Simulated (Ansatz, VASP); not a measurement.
## Two plane-wave programs on AgCl

The input INCAR:

```
  ALGO = Normal
  EDIFF = 1E-6
  ENCUT = 520
  GGA = PS
  ISIF = 2
  ISMEAR = 0
  LASPH = True
  LCHARG = False
  LREAL = False
  LWAVE = False
  NBANDS = 26
  NELM = 80
  PREC = Accurate
  SIGMA = 0.05
```

KPOINTS

```
k-points
0
Gamma
  10 10 6
```

File POSCAR:

```
AgCl
1.0
    3.5643403428      0.0000000000      0.0000000000
    0.0000000000      3.3311591989      0.0000000000
    0.0000000000      0.0000000000      6.6623183978
Ag Cl
2 2
Direct
    0.0000000000      0.0000000000      0.0000000000
    0.0000000000      0.0000000000      0.5000000000
    0.4404711729      0.5000000000      0.2500000000
    0.5595288271      0.5000000000      0.7500000000
```

Input for Ansatz:

```yaml
crystal:
  lattice:
    - [3.5643403428, 0.0, 0.0]
    - [0.0, 3.3311591989, 0.0]
    - [0.0, 0.0, 6.6623183978]
  atoms:
    - { symbol: Ag, position: [0.0, 0.0, 0.0] }
    - { symbol: Ag, position: [0.0, 0.0, 0.5] }
    - { symbol: Cl, position: [0.4404711729, 0.5, 0.25] }
    - { symbol: Cl, position: [0.5595288271, 0.5, 0.75] }
basis:
  ecutwfc: 420
kpoints:
  mp_grid: { grid: [10, 10, 6] }
hamiltonian:
  xc: pbesol
scf:
  occupations: { method: gaussian, width: 0.05 }
output:
  forces: true
  stress: true
  eigenvalues: true
```

Change from the starting cell: mode 1 frozen in at -0.198 Å, normal strain along x +0.0700.

Alike in both runs: task single point; functional PBEsol; k mesh 10 × 10 × 6; occupations gaussian, width 0.05 eV; no spin polarisation.

|  | VASP | Ansatz |
| --- | --- | --- |
| version | VASP 6.6.1 | Ansatz 0.2.0 |
| potentials or method | VASP PAW PBE potentials, release 64 (Ag, Cl), cutoff 520 eV | scalar-relativistic, plane waves, PAW |
| valence electrons in the cell | 36 | 52 |

|  | VASP | Ansatz | Ansatz less VASP |
| --- | --- | --- | --- |
| gap on the k mesh at the Fermi level (eV) | 0.50 | 0.49 | -0.002 |
| least direct gap on the mesh (eV) | 0.52 | 0.51 | -0.002 |
| pressure (GPa) | -3.2 | -3.1 | +0.10 |
| traceless stress, the component that is largest in VASP (GPa) | -1.48 | -1.48 | -0.004 |
| rms of the force components (eV/Å) | 0.121 | 0.119 | -0.0013 |

VASP's potentials were made for PBE, not for PBEsol. Atom by atom the forces differ by 0.001 eV/Å (rms over components). With one functional, cell and mesh, what is left measures potentials, basis and numerics. VASP's potentials hold 36 valence electrons a cell and Ansatz's 52, so a difference there can come from the potentials and not from the codes.
